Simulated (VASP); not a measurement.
A run of VASP 6.6.1 is set up as follows.

File INCAR:

```
PREC = Accurate
ENCUT = 520
EDIFF = 1E-7
ISMEAR = -1
SIGMA = 0.1
LREAL = Auto
LASPH = True
NELM = 100
ALGO = Normal
ISIF = 2
LWAVE = False
LCHARG = True
GGA = PE
LELF = True
LVHAR = True
NBANDS = 102
```

Contents of KPOINTS:

```
Automatic mesh
0
Gamma
  2 3 3
```

POSCAR

```
Hf8O15
1.0
   10.3238020000      0.0000000000      0.0000000000
    0.0000000000      5.2301820000      0.0000000000
   -0.8660250000      0.0000000000      5.2585930000
O Hf
15 8
Direct
    0.2324564272      0.7626113202      0.5064335650
    0.2639403474      0.2607756288      0.0438588801
    0.2732465249      0.2641833496      0.5503559602
    0.2311178700      0.7528757125      1.0024538883
    0.0211016922      0.2750743664      0.4328243315
    0.4709346548      0.8203406688      0.1495477973
    0.4747380222      0.6846216824      0.6514411745
    0.0167657482      0.0976822604      0.9403842435
    0.7285514260      0.7197680693      0.4474959367
    0.7710378503      0.2461484132     -0.0033727653
    0.7685531887      0.2171287730      0.4989081680
    0.7353212950      0.7444941687      0.9639553774
    0.5282308791      0.3154645479      0.3475003675
    0.9831424245      0.7401317966      0.5412877551
    0.5299937157      0.1799503344      0.8513509222
    0.1440050962      0.0466698864      0.2545585863
    0.3642854933      0.5438963692      0.3056254781
    0.3632094009      0.9635475400      0.8050759966
    0.1266184521      0.4887483839      0.7398271743
    0.6390926917      0.0332890901      0.1942338949
    0.8690627246      0.5113852635      0.2613429105
    0.8601440007      0.9336327111      0.7553908431
    0.6382445695      0.4503847094      0.6926896605
```

Potentials or basis: VASP PAW PBE potentials, release 64 (O, Hf_pv).

Command:

```console
$ cat potpaw_PBE.64/O/POTCAR potpaw_PBE.64/Hf_pv/POTCAR > POTCAR
$ mpirun -np 1 vasp_std > vasp.out
```

Problem. What does it give for the largest force?

Solution. 1.331 eV/Å.

Problem. Estimate the pressure.

Solution. -3.2 GPa.

Problem. Estimate the band gap on the k mesh.

Solution. 0.94 eV.

Forces in eV/Å, atoms in the order of the input:
```
O   -0.045 -0.190  0.005
O   -0.079  0.024  0.141
O   -0.086 -0.258 -0.029
O   -0.003 -0.071 -0.080
O    0.151  0.166 -0.358
O   -0.045 -0.003  0.002
O   -0.049 -0.076 -0.036
O    0.465  1.088 -0.607
O    0.062  0.021  0.119
O   -0.018  0.028  0.147
O   -0.050 -0.091  0.123
O   -0.017 -0.021  0.024
O    0.029  0.023  0.094
O   -0.114 -0.118  0.173
O    0.007 -0.038  0.080
Hf  -0.109 -0.145 -0.071
Hf   0.046 -0.008  0.062
Hf   0.060 -0.114  0.040
Hf  -0.087 -0.152 -0.064
Hf  -0.102 -0.013  0.039
Hf  -0.050  0.131  0.112
Hf   0.094 -0.077  0.141
Hf  -0.060 -0.106 -0.053
```

Caveat: spin-orbit coupling is left out, which moves the levels of the heavy elements.
